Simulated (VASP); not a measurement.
Si62P (a cell with a defect), 63 atoms in the cell. The cell holds a defect, 63 atoms: a = 10.860 Å, b = 10.860 Å, c = 10.860 Å, α = 90.00°, β = 90.00°, γ = 90.00°. 

| Quantity | Value |
| --- | --- |
| Program | VASP 6.6.1 |
| Task | single point |
| Functional | PBE |
| Potentials or basis | VASP PAW PBE potentials, release 64 (Si, P) |
| Cutoff | 520 eV |
| k mesh | 1 × 1 × 1 |
| Occupations | gaussian, width 0.02 eV |
| Spin | collinear spin |
| Dipole correction | no |
| Charge | 2 |
| Further INCAR settings | LREAL = Auto; ALGO = Normal; EDIFF = 1e-07; NBANDS = 168; NELECT = 251.0 |

Potentials or basis: VASP PAW PBE potentials, release 64 (Si, P).

Command:

```sh
$ cat potpaw_PBE.64/Si/POTCAR potpaw_PBE.64/P/POTCAR > POTCAR
$ mpirun -np 1 vasp_gam > vasp.out
```

Hardware: 1 × NVIDIA H100 80GB with 1 thread of AMD EPYC 7R13 Processor (Zen 3), with other jobs on the host.

Task: Estimate the wall time of this run.

Result: Wall time 2.4 min on 1 × NVIDIA H100 80GB with 1 thread of AMD EPYC 7R13 Processor (Zen 3) (shared host), peak memory 2 GiB. Counts: scf iterations 21, k points 1.
